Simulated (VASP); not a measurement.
A run of VASP 6.6.1 is set up as follows.

File POSCAR:

```
CdSe
1.0
    4.3400420887      0.0000000000      0.0000000000
   -2.1700210444      3.7585867023      0.0000000000
    0.0000000000      0.0000000000      7.0777365346
Cd Se
2 2
Direct
    0.3333333333      0.6666666667      0.0045373916
    0.6666666667      0.3333333333      0.5045373916
    0.3333333333      0.6666666667      0.3804626084
    0.6666666667      0.3333333333      0.8804626084
```

The input INCAR.step1:

```
  ALGO = Normal
  EDIFF = 1E-4
  ENCUT = 520
  GGA = PE
  ISMEAR = -1
  LASPH = T
  LCHARG = F
  LREAL = F
  LWAVE = T
  NBANDS = 26
  NELM = 60
  PREC = Accurate
  SIGMA = 0.1
```

INCAR.step2

```
  ALGO = Normal
  EDIFF = 1E-7
  ENCUT = 520
  ISIF = 2
  ISMEAR = -1
  ISTART = 1
  LASPH = T
  LCHARG = F
  LMIXTAU = T
  LREAL = F
  LWAVE = F
  METAGGA = R2SCAN
  NBANDS = 26
  NELM = 60
  PREC = Accurate
  SIGMA = 0.1
```

Contents of KPOINTS:

```
k-points
0
Gamma
  10 10 6
```

Potentials or basis: VASP PAW PBE potentials, release 64 (Cd, Se).

Command:

```sh
$ cat potpaw_PBE.64/Cd/POTCAR potpaw_PBE.64/Se/POTCAR > POTCAR
$ cp INCAR.step1 INCAR
$ mpirun -np 1 vasp_std > vasp.out
$ cp INCAR.step2 INCAR
$ mpirun -np 1 vasp_std > vasp.out
```

(1) Predict the pressure.

(2) What does it give for the band gap on the k mesh?

## Answers

(1) 0.2 GPa.

(2) 1.09 eV, direct.

Caveat: the PAW data sets were made with another functional, which shifts forces and pressure a little.
